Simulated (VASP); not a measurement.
Wanted: the native input for a VASP 6.6.1 run.

```
Task                   : electric field gradients
Functional             : LDA
Potentials or basis    : VASP PAW LDA potentials, release 64 (Sn_d, Te)
Cutoff                 : 520 eV
k mesh                 : 11 × 11 × 11
Occupations            : fermi-dirac, width 0.08 eV
Spin                   : no spin polarisation
Dipole correction      : no
Further INCAR settings : ALGO = Normal; EDIFF = 1e-08; NBANDS = 17
```

The structure of SnTe lies in POSCAR:

```
SnTe
1.0
    0.0000000000      3.2511950000      3.1565000000
    3.2511950000      0.0000000000      3.1565000000
    3.2511950000      3.2511950000      0.0000000000
Sn Te
1 1
Direct
    0.0000000000      0.0000000000      0.0000000000
    0.5000000000      0.5000000000      0.5000000000
```

This cell differs from its parent crystal: equal xx and yy strain of +3 %.

The input as run:

INCAR

```
SYSTEM = SnTe
PREC = Accurate
ENCUT = 520
EDIFF = 1E-8
ISMEAR = -1
SIGMA = 0.08
LREAL = .FALSE.
LASPH = .TRUE.
NELM = 80
ALGO = Normal
ISIF = 2
LWAVE = .FALSE.
LCHARG = .FALSE.
GGA = CA
LEFG = .TRUE.
NBANDS = 17
```

KPOINTS

```
regular mesh
0
G
  11 11 11
  0 0 0
```

Potentials or basis: VASP PAW LDA potentials, release 64 (Sn_d, Te).

The run is started by

```sh
$ cat potpaw_LDA.64/Sn_d/POTCAR potpaw_LDA.64/Te/POTCAR > POTCAR
$ mpirun -np 1 vasp_std > vasp.out
```

Results of the run:

```
Pressure                                : -3.8 GPa
Band gap on the k mesh                  : 0.38 eV
Largest electric field gradient by atom : Sn -44.5; Te -9.7 V/Å²
```

Caveat: the cell differs from its parent crystal (equal xx and yy strain of +3 %); the cell stands under tension; semilocal functionals underestimate gaps, and a narrow one can read as zero; without QUAD_EFG the Cq values of the log hold for a quadrupole moment of 1 mb, not for the nuclei; spin-orbit coupling is left out, which moves the levels of the heavy elements.

It took 3 min on 1 thread of Intel(R) Xeon(R) Platinum 8488C (Sapphire Rapids), on a shared host, peak memory 0.28 GiB.
